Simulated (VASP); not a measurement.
# GaN in VASP: settings compared

Aim: see how the results for GaN move with the level of theory and the settings. Levels: r2SCAN, PBE. Tasks: single point.

Everything below comes from runs of VASP 6.6.1. Logs are shortened: lines on timing, memory, paths and dates and some standing lists are left out, and cuts for length are marked.

## 1. The cell of the first run

It takes space group Fm-3m (No. 225, cubic). Conventional cell: a = 4.428 Å, b = 4.428 Å, c = 4.428 Å, α = 90.00°, β = 90.00°, γ = 90.00°. Within 2.9 Å of Ga (site symmetry m-3m) lie 6 N at 2.21 Å. Within 2.9 Å of N (site symmetry m-3m) lie 6 Ga at 2.21 Å.

## 2. Single point, r2SCAN (strain +5.0%)

POSCAR reads:

```
GaN
1.0
    0.0000000000      2.2139409981      2.2139409981
    2.2139409981      0.0000000000      2.2139409981
    2.2139409981      2.2139409981      0.0000000000
Ga N
1 1
Direct
    0.0000000000      0.0000000000      0.0000000000
    0.5000000000      0.5000000000      0.5000000000
```

INCAR.step1 reads:

```
PREC     = Accurate       # precision mode
ENCUT    = 520            # plane-wave cutoff, eV
ISMEAR   = -1             # smearing method
SIGMA    = 0.02           # smearing width, eV
LREAL    = False          # projectors in reciprocal space
LASPH    = True           # aspherical terms in the spheres
NELM     = 60             # most SCF steps
NBANDS   = 16             # bands
GGA      = PE             # functional
ALGO     = Normal         # electronic algorithm
EDIFF    = 1E-4           # SCF threshold, eV
LWAVE    = True           # write WAVECAR
LCHARG   = False          # write CHGCAR
```

INCAR.step2 reads:

```
PREC     = Accurate       # precision mode
ENCUT    = 520            # plane-wave cutoff, eV
EDIFF    = 1E-7           # SCF threshold, eV
ISMEAR   = -1             # smearing method
SIGMA    = 0.02           # smearing width, eV
LREAL    = False          # projectors in reciprocal space
LASPH    = True           # aspherical terms in the spheres
NELM     = 60             # most SCF steps
ALGO     = Normal         # electronic algorithm
ISIF     = 2              # what is computed and relaxed
LWAVE    = False          # write WAVECAR
LCHARG   = True           # write CHGCAR
METAGGA  = R2SCAN         # meta-GGA
LMIXTAU  = True         
LELF     = True           # ELF
LVHAR    = True         
NBANDS   = 16             # bands
ISTART   = 1
```

KPOINTS reads:

```
Automatic mesh
0
Gamma
  10 10 10
```

Potentials or basis: VASP PAW PBE potentials, release 64 (Ga_d, N).

Command:

```console
$ cat potpaw_PBE.64/Ga_d/POTCAR potpaw_PBE.64/N/POTCAR > POTCAR
$ cp INCAR.step1 INCAR
$ mpirun -np 1 vasp_std > vasp.out
$ cp INCAR.step2 INCAR
$ mpirun -np 1 vasp_std > vasp.out
```

OUTCAR:

```text
PREC = Accurate
   ENCUT = 520
   EDIFF = 1E-7
   ISMEAR = -1
   LREAL = False
   LASPH = True
   NELM = 60
   ISIF = 2
   METAGGA = R2SCAN
   ISTART = 1

 ion  position               nearest neighbor table
   1  0.000  0.000  0.000-   2 2.21   2 2.21   2 2.21   2 2.21   2 2.21   2 2.21
   2  0.500  0.500  0.500-   1 2.21   1 2.21   1 2.21   1 2.21   1 2.21   1 2.21

  LATTYP: Found a face centered cubic cell.
 ALAT       =     4.4278819962

  Lattice vectors:

 A1 = (   0.0000000000,   2.2139409981,   2.2139409981)
 A2 = (   2.2139409981,   0.0000000000,   2.2139409981)
 A3 = (   2.2139409981,   2.2139409981,   0.0000000000)

Analysis of symmetry for initial positions (statically):
=====================================================================
 Subroutine PRICEL returns:
 Original cell was already a primitive cell.

 Routine SETGRP: Setting up the symmetry group for a
 face centered cubic supercell.

 Subroutine GETGRP returns: Found 48 space group operations
 (whereof 48 operations were pure point group operations)
 out of a pool of 48 trial point group operations.

The static configuration has the point symmetry O_h .

Analysis of symmetry for dynamics (positions and initial velocities):
=====================================================================
 Subroutine PRICEL returns:
 Original cell was already a primitive cell.

 Routine SETGRP: Setting up the symmetry group for a
 face centered cubic supercell.

 Subroutine GETGRP returns: Found 48 space group operations
 (whereof 48 operations were pure point group operations)
 out of a pool of 48 trial point group operations.

The dynamic configuration has the point symmetry O_h .

 Subroutine INISYM returns: Found 48 space group operations
 (whereof 48 operations are pure point group operations),
 and found     1 'primitive' translations

----------------------------------------------------------------------------------------

                                     Primitive cell

  volume of cell :      21.7034

  direct lattice vectors                    reciprocal lattice vectors
     0.000000000  2.213940998  2.213940998    -0.225841610  0.225841610  0.225841610
     2.213940998  0.000000000  2.213940998     0.225841610 -0.225841610  0.225841610
     2.213940998  2.213940998  0.000000000     0.225841610  0.225841610 -0.225841610

  length of vectors
     3.130985386  3.130985386  3.130985386     0.391169143  0.391169143  0.391169143

  position of ions in fractional coordinates (direct lattice)
     0.000000000  0.000000000  0.000000000
     0.500000000  0.500000000  0.500000000

  ion indices of the primitive-cell ions
   primitive index   ion index
                 1           1
                 2           2

----------------------------------------------------------------------------------------

 KPOINTS: Automatic mesh

Automatic generation of k-mesh.
 Grid dimensions read from file:
 generate k-points for:   10   10   10

 Generating k-lattice:

  Cartesian coordinates                     Fractional coordinates (reciprocal lattice)
    -0.022584161  0.022584161  0.022584161     0.100000000  0.000000000  0.000000000
     0.022584161 -0.022584161  0.022584161     0.000000000  0.100000000  0.000000000
     0.022584161  0.022584161 -0.022584161     0.000000000  0.000000000  0.100000000

  Length of vectors
     0.039116914  0.039116914  0.039116914

  Shift w.r.t. Gamma in fractional coordinates (k-lattice)
     0.000000000  0.000000000  0.000000000

 Subroutine IBZKPT returns following result:
 ===========================================

 Found     47 irreducible k-points:

 Following reciprocal coordinates:
            Coordinates               Weight
  0.000000  0.000000  0.000000      1.000000
  0.100000  0.000000  0.000000      8.000000
  0.200000  0.000000  0.000000      8.000000
  0.300000  0.000000  0.000000      8.000000
  0.400000  0.000000  0.000000      8.000000
  0.500000  0.000000  0.000000      4.000000
[... 16 lines left out ...]
  0.300000  0.300000  0.000000      6.000000
  0.400000  0.300000  0.000000     24.000000
 [... further k-points ...]
   k-points           NKPTS =     47   k-points in BZ     NKDIM =     47   number of bands    NBANDS=     16
   number of dos      NEDOS =    301   number of ions     NIONS =      2
   total plane-waves  NPLWV =  13824
   dimension x,y,z NGX =    24 NGY =   24 NGZ =   24
   dimension x,y,z NGXF=    48 NGYF=   48 NGZF=   48
   ions per type =               1   1
   NGX,Y,Z   is equivalent  to a cutoff of  12.74, 12.74, 12.74 a.u.
   NGXF,Y,Z  is equivalent  to a cutoff of  25.49, 25.49, 25.49 a.u.
 SYSTEM =  unknown system
   PREC   = accura    normal or accurate (medium, high low for compatibility)
   ISTART =      1    job   : 0-new  1-cont  2-samecut
   ICHARG =      0    charge: 1-file 2-atom 10-const
   ISPIN  =      1    spin polarized calculation?
   LNONCOLLINEAR =      F non collinear calculations
   LSORBIT =      F    spin-orbit coupling
   LASPH  =      T    aspherical Exc in radial PAW
   ENCUT  =  520.0 eV  38.22 Ry    6.18 a.u.   5.82  5.82  5.82*2*pi/ulx,y,z
   NELM   =     60;   NELMIN=  2; NELMDL=  0     # of ELM steps
   EDIFF  = 0.1E-06   stopping-criterion for ELM
   LREAL  =      F    real-space projection
   EDIFFG = 0.1E-05   stopping-criterion for IOM
   NSW    =      0    number of steps for IOM
   IBRION =     -1    ionic relax: 0-MD 1-quasi-New 2-CG
   NFREE  =      0    steps in history (QN), initial steepest desc. (CG)
   ISIF   =      2    stress and relaxation
   ISYM   =      2    0-nonsym 1-usesym 2-fastsym
   POTIM  = 0.5000    time-step for ionic-motion
   TEBEG  =    0.0;   TEEND  =   0.0 temperature during run
   PSTRESS=    0.0 pullay stress
   NELECT =      18.0000    total number of electrons
   NUPDOWN=      -1.0000    fix difference up-down
   EMIN   =  10.00;   EMAX   =-10.00  energy-range for DOS
   EFERMI =   0.00;   METHOD = LEGACY
   ISMEAR =    -1;   SIGMA  =   0.02  broadening in eV -4-tet -1-fermi 0-gaus
   EFERMI_NEDOS =   21; number of points for ismear=-14 and -15
   IALGO  =     38    algorithm
   IMIX   =      4    mixing-type and parameters
     AMIX     =   0.40;   BMIX     =  1.00
     AMIX_MAG =   1.60;   BMIX_MAG =  1.00
  volume/ion in A,a.u.               =      10.85        73.23
  Fermi-wavevector in a.u.,A,eV,Ry     =   1.538118  2.906621 32.188754  2.365807
  Thomas-Fermi vector in A             =   2.644531
   LORBIT       =      0    0 simple, 1 ext, 2 COOP (PROOUT), +10 PAW based schemes
   METAGGA = R2SCAN    functional components
   LHFCALC =     F    Hartree Fock is set to
   AEXX    =    0.0000 exact exchange contribution
   IVDW    =     0    specifies the selected vdW correction
   LEPSILON=     F    determine dielectric tensor
   LRPA    =     F    only Hartree local field effects (RPA)
 non-spin polarized calculation
  energy-cutoff  :      520.00
  volume of cell :       21.70
 maximum number of plane-waves:       598
   NGX = 11   NGY = 11   NGZ = 11

 number of electron      18.0000011 magnetization

 Free energy of the ion-electron system (eV)
  ---------------------------------------------------
  ext. energy  EPLUGINS =         0.00000000
  ---------------------------------------------------
  free energy    TOTEN  =       -20.72099003 eV

  energy without entropy =      -20.72097570  energy(sigma->0) =      -20.72098286

 E-fermi :   6.1534     XC(G=0): -13.3004

 val. band max:        6.0110498351   @ k =  -0.2000   0.2000   0.0000
 cond. band min:       6.2490363496   @ k =   0.5000   0.5000   0.0000
 fundamental gap:      0.2379865144
 Fermi energy:         6.1533753624

 k-point     1 :       0.0000    0.0000    0.0000
  band No.  band energies     occupation
      1     -10.7345      2.00000
      2      -8.4813      2.00000
      3      -8.4813      2.00000
      4      -8.4812      2.00000
      5      -8.4350      2.00000
      6      -8.4350      2.00000
[... 8 lines left out ...]
     15      20.9311      0.00000
     16      20.9311      0.00000

 k-point     2 :       0.1000    0.0000    0.0000
  band No.  band energies     occupation
      1     -10.5672      2.00000
      2      -8.4848      2.00000
      3      -8.4758      2.00000
      4      -8.4758      2.00000
      5      -8.4419      2.00000
      6      -8.4419      2.00000
[... 8 lines left out ...]
     15      21.5809      0.00000
     16      21.5810      0.00000

 k-point     3 :       0.2000    0.0000    0.0000
  band No.  band energies     occupation
      1     -10.0875      2.00000
      2      -8.4987      2.00000
      3      -8.4987      2.00000
      4      -8.4930      2.00000
      5      -8.4227      2.00000
      6      -8.4226      2.00000
[... 8 lines left out ...]
     15      22.7281      0.00000
     16      22.7282      0.00000

 k-point     4 :       0.3000    0.0000    0.0000
  band No.  band energies     occupation
      1      -9.3805      2.00000
      2      -8.5431      2.00000
      3      -8.5431      2.00000
      4      -8.4984      2.00000
      5      -8.3822      2.00000
      6      -8.3821      2.00000
[... 8 lines left out ...]
     15      24.4684      0.00000
     16      24.4685      0.00000
[... 324 lines left out ...]
 k-point    22 :      -0.2000    0.2000    0.0000
  band No.  band energies     occupation
      1      -9.3992      2.00000
      2      -8.5397      2.00000
      3      -8.4986      2.00000
      4      -8.4942      2.00000
      5      -8.4109      2.00000
      6      -8.1156      2.00000
[... 8 lines left out ...]
     15      24.1077      0.00000
     16      26.3433      0.00000

 k-point    23 :       0.3000    0.3000    0.0000
  band No.  band energies     occupation
      1      -9.7336      2.00000
      2      -8.5527      2.00000
      3      -8.3866      2.00000
      4      -8.3683      2.00000
      5      -8.3683      2.00000
      6      -7.7190      2.00000
[... 8 lines left out ...]
     15      29.1376      0.00000
     16      30.6063      0.00000

 k-point    24 :       0.4000    0.3000    0.0000
  band No.  band energies     occupation
      1      -9.6826      2.00000
      2      -8.5594      2.00000
      3      -8.4039      2.00000
      4      -8.3545      2.00000
      5      -8.3299      2.00000
      6      -7.1299      2.00000
[... 8 lines left out ...]
     15      29.9234      0.00000
     16      31.1183      0.00000

 [... further k-points ...]
[... 5 lines left out ...]
  --------------------------------------------------------------------------------------
  -------------------------------------------------------------------------------------
  Total       -3.3817804     -3.3817804     -3.3817804      0.0000000      0.0000000      0.0000000
  in kB     -249.6478716   -249.6478716   -249.6478716      0.0000000      0.0000000      0.0000000
  external PRESSURE =    -249.6478716 kB  Pullay stress =       0.0000000 kB

 VOLUME and BASIS-vectors are now :
 -----------------------------------------------------------------------------
  energy-cutoff  :      520.00
  volume of cell :       21.70
      direct lattice vectors                 reciprocal lattice vectors
     0.000000000  2.213940998  2.213940998    -0.225841610  0.225841610  0.225841610
     2.213940998  0.000000000  2.213940998     0.225841610 -0.225841610  0.225841610
     2.213940998  2.213940998  0.000000000     0.225841610  0.225841610 -0.225841610

 POSITION                                       TOTAL-FORCE (eV/Angst)
 -----------------------------------------------------------------------------------
      0.00000      0.00000      0.00000         0.000000      0.000000      0.000000
      2.21394      2.21394      2.21394        -0.000000     -0.000000     -0.000000
 -----------------------------------------------------------------------------------
    total drift:                                0.000000     -0.000000     -0.000000

  FREE ENERGIE OF THE ION-ELECTRON SYSTEM (eV)
  ---------------------------------------------------
  free  energy   TOTEN  =       -20.7209900282 eV

  energy  without entropy=      -20.7209756966  energy(sigma->0) =      -20.72098286
```

Run time: 83 s. Hardware: 1 thread of Intel Xeon 6975P-C, shared host; peak memory 0.15 GiB.

Results:

| Item | Value |
| --- | --- |
| Free energy | -20.7210 eV |
| Pressure | -25.0 GPa |
| Band gap on the k mesh | 0.24 eV, indirect (least direct gap 1.61 eV) |

Caveat: the cell differs from its parent crystal (strain +5.0%); the PAW data sets were made with another functional, which shifts forces and pressure a little. A k mesh can miss the band edges.

(Part 1 of 2 ends here.)
